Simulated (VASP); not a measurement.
The system is MgO.

```xyz
2
Lattice="0.0000 2.1022 2.1022 2.1022 0.0000 2.1022 2.1022 2.1022 0.0000" Properties=species:S:1:pos:R:3 pbc="T T T"
Mg    0.0000    0.0000    0.0000
O     2.1022    2.1022    2.1022
```

Program: VASP 6.6.1. Alike in all runs: potentials or basis VASP PAW PBE potentials, release 64 (Mg, O); no spin polarisation; cell as given; cutoff (eV) 520; smearing gaussian 0.01 eV.

**Question.** Order these runs on this cell by their band gap on the k mesh, lowest first.
A. level r2SCAN; k mesh 8 × 8 × 8
B. level PBE; k mesh 6 × 6 × 6
C. level HSE06; k mesh 8 × 8 × 8; grid for exact exchange (PRECFOCK) Normal; share of exact exchange 0.25; screening parameter 0.2079 1/Å

**Answer.** B (4.78 eV), A (5.66 eV), C (6.50 eV).

Caveats: some runs use coarse meshes.
